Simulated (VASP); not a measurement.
# Te2Mo in VASP: further runs, part 2 of 2

VASP 6.6.1.

## 3. Single point, LDA (strain along c alone, the other axes held: +4.5 %, then relaxed in part)

Contents of INCAR:

```
SYSTEM = Te2Mo
  PREC = Accurate
  ENCUT = 500
  EDIFF = 1E-6
  ISMEAR = 0
  SIGMA = 0.02
  LREAL = .False.
  LASPH = .True.
  NELM = 120
  ALGO = Normal
  ISIF = 2
  LWAVE = .False.
  LCHARG = .False.
  NBANDS = 20
  GGA_COMPAT = .False.
```

Contents of KPOINTS:

```
Automatic mesh
0
Gamma
  12 12 2
  0 0 0
```

Contents of POSCAR:

```
Te2Mo
1.0
    3.4665480208      0.0000000000      0.0000000000
   -1.7332740104      3.0021186495      0.0000000000
    0.0000000000      0.0000000000     18.3082028371
Te Mo
2 1
Direct
    0.3333333333      0.6666666667      0.9019347954
    0.3333333333      0.6666666667      0.0980652046
    0.0000000000      0.0000000000      0.0000000000
```

Potentials or basis: VASP PAW LDA potentials, release 64 (Te, Mo_sv).

Started as:

```sh
> cat potpaw_LDA.64/Te/POTCAR potpaw_LDA.64/Mo_sv/POTCAR > POTCAR
> mpirun -np 1 vasp_std > vasp.out
```

OUTCAR:

```text
SYSTEM = Te2Mo
   PREC = Accurate
   ENCUT = 500
   EDIFF = 1E-6
   ISMEAR = 0
   LREAL = .False.
   LASPH = .True.
   NELM = 120
   ISIF = 2

 ion  position               nearest neighbor table
   1  0.333  0.667  0.902-   3 2.69   3 2.69   3 2.69   2 3.59
   2  0.333  0.667  0.098-   3 2.69   3 2.69   3 2.69   1 3.59
   3  0.000  0.000  0.000-   1 2.69   2 2.69   1 2.69   2 2.69   1 2.69   2 2.69

  LATTYP: Found a hexagonal cell.
 ALAT       =     3.4665480208
 C/A-ratio  =     5.2813931113

  Lattice vectors:

 A1 = (   3.4665480208,   0.0000000000,   0.0000000000)
 A2 = (  -1.7332740104,   3.0021186495,   0.0000000000)
 A3 = (   0.0000000000,   0.0000000000,  18.3082028371)

Analysis of symmetry for initial positions (statically):
=====================================================================
 Subroutine PRICEL returns:
 Original cell was already a primitive cell.

 Routine SETGRP: Setting up the symmetry group for a
 hexagonal supercell.

 Subroutine GETGRP returns: Found 12 space group operations
 (whereof 12 operations were pure point group operations)
 out of a pool of 24 trial point group operations.
[... 159 lines left out ...]
  ---------------------------------------------------
  ext. energy  EPLUGINS =         0.00000000
  ---------------------------------------------------
  free energy    TOTEN  =       -20.47174784 eV

  energy without entropy =      -20.47174784  energy(sigma->0) =      -20.47174784

 E-fermi :   0.0691     XC(G=0):  -4.7339

 val. band max:       -0.0514548199   @ k =   0.3333   0.3333   0.0000
 cond. band min:       1.1899826401   @ k =   0.3333   0.3333   0.0000
 fundamental gap:      1.2414374601
 Fermi energy:         0.0690681998

 k-point     1 :       0.0000    0.0000    0.0000
  band No.  band energies     occupation
      1     -60.2751      2.00000
      2     -34.6722      2.00000
      3     -34.4916      2.00000
      4     -34.4916      2.00000
      5     -12.9218      2.00000
      6     -11.9258      2.00000
[... 541 lines left out ...]
     19       5.9745      0.00000
     20       6.0819      0.00000

 [... further k-points ...]
[... 5 lines left out ...]
  --------------------------------------------------------------------------------------
  -------------------------------------------------------------------------------------
  Total        0.1036271      0.1036271      0.1688909     -0.0000000      0.0000000      0.0000000
  in kB        0.8713913      0.8713913      1.4201885     -0.0000000      0.0000000      0.0000000
  external PRESSURE =       1.0543237 kB  Pullay stress =       0.0000000 kB

 VOLUME and BASIS-vectors are now :
 -----------------------------------------------------------------------------
  energy-cutoff  :      500.00
  volume of cell :      190.53
      direct lattice vectors                 reciprocal lattice vectors
     3.466548021  0.000000000  0.000000000     0.288471411  0.166549047  0.000000000
    -1.733274010  3.002118649  0.000000000     0.000000000  0.333098094  0.000000000
     0.000000000  0.000000000 18.308202837     0.000000000  0.000000000  0.054620326

 POSITION                                       TOTAL-FORCE (eV/Angst)
 -----------------------------------------------------------------------------------
     -0.00000      2.00141     16.51281         0.000000     -0.000000     -0.050741
     -0.00000      2.00141      1.79540         0.000000      0.000000      0.050741
      0.00000      0.00000      0.00000        -0.000000     -0.000000      0.000000
 -----------------------------------------------------------------------------------
    total drift:                                0.000000     -0.000000     -0.000000

  FREE ENERGIE OF THE ION-ELECTRON SYSTEM (eV)
  ---------------------------------------------------
  free  energy   TOTEN  =       -20.4717478356 eV

  energy  without entropy=      -20.4717478356  energy(sigma->0) =      -20.47174784
```

OSZICAR:

```text
N       E                     dE             d eps       ncg     rms          rms(c)
DAV:   1     0.137902554848E+03    0.13790E+03   -0.11170E+04  1992   0.100E+03
DAV:   2    -0.128080472210E+02   -0.15071E+03   -0.14689E+03  2004   0.233E+02
DAV:   3    -0.209836371380E+02   -0.81756E+01   -0.81017E+01  1984   0.459E+01
[... 14 lines left out ...]
DAV:  18    -0.204717199648E+02   -0.30170E-04   -0.24770E-06  1572   0.490E-03    0.559E-03
DAV:  19    -0.204717334064E+02   -0.13442E-04   -0.40673E-07  1340   0.304E-03    0.174E-03
DAV:  20    -0.204717451392E+02   -0.11733E-04   -0.70583E-07  1340   0.259E-03    0.169E-03
DAV:  21    -0.204717470051E+02   -0.18659E-05   -0.62592E-08  1292   0.749E-04    0.713E-04
DAV:  22    -0.204717478356E+02   -0.83053E-06   -0.26841E-08  1112   0.417E-04
   1 F= -.20471748E+02 E0= -.20471748E+02  d E =-.265049E-19
```

stdout:

```text
POSCAR found type information on POSCAR TeMo
 POSCAR found :  2 types and       3 ions
 scaLAPACK will be used
 LDA part: xc-table for (Slater(with rela. corr.)+CA(PZ))
 , standard interpolation
 POSCAR, INCAR and KPOINTS ok, starting setup
 FFT: planning ... GRIDC
 FFT: planning ... GRID_SOFT
 FFT: planning ... GRID
 WAVECAR not read
 entering main loop
```

Run time: 1.9 min. Hardware: 1 thread of Intel Xeon 6975P-C (Granite Rapids), shared host; peak memory 0.33 GiB.

Results:

| Property | Result |
| --- | --- |
| Free energy | -20.4717 eV |
| Largest force | 0.051 eV/Å |
| Band gap on the k mesh | 1.24 eV, direct |

Forces on the atoms (eV/Å):
```
Te   0.000  0.000 -0.051
Te   0.000  0.000  0.051
Mo   0.000  0.000  0.000
```

Caveat: the cell differs from its parent crystal (strain along c alone, the other axes held: +4.5 %, then relaxed in part); spin-orbit coupling is left out, which moves the levels of the heavy elements.

## 4. Single point, LDA

This run uses another cell than the first one, of 63.51 Å³/atom, 1.015 times its volume.

Contents of INCAR:

```
PREC = Accurate
ENCUT = 500
EDIFF = 1E-6
ISMEAR = 0
SIGMA = 0.02
LREAL = F
LASPH = T
NELM = 120
ALGO = Normal
ISIF = 2
LWAVE = F
LCHARG = F
GGA = CA
NBANDS = 20
GGA_COMPAT = F
```

Contents of KPOINTS:

```
regular mesh
0
Gamma
  12 12 2
```

POSCAR is that of step 3.

Started as:

```sh
> cat potpaw_LDA.64/Te/POTCAR potpaw_LDA.64/Mo_sv/POTCAR > POTCAR
> mpirun -np 1 vasp_std > vasp.out
```

Run time: 1.9 min. Hardware: 1 thread of Intel Xeon 6975P-C (Granite Rapids), shared host; peak memory 0.33 GiB.

The run converged. Its results:

```
Free energy            : -20.4717 eV
Largest force          : 0.051 eV/Å
Band gap on the k mesh : 1.24 eV, direct
```

Forces in eV/Å, atoms in the order of the input:
```
Te   0.000  0.000 -0.051
Te   0.000  0.000  0.051
Mo   0.000  0.000  0.000
```

Levels at points of the mesh, in eV from the valence-band top:
```csv
k point,band 11,band 12,band 13,band 14,band 15,band 16
"(0.00, 0.00, 0.00)",-0.82,-0.82,-0.59,3.37,3.37,3.69
"(0.50, 0.00, 0.00)",-1.68,-0.76,-0.14,1.59,1.88,3.44
"(0.00, 0.00, 0.50)",-0.82,-0.82,-0.59,3.37,3.37,3.69
"(0.50, 0.00, 0.50)",-1.68,-0.76,-0.14,1.59,1.88,3.44
```

Caveat: spin-orbit coupling is left out, which moves the levels of the heavy elements.
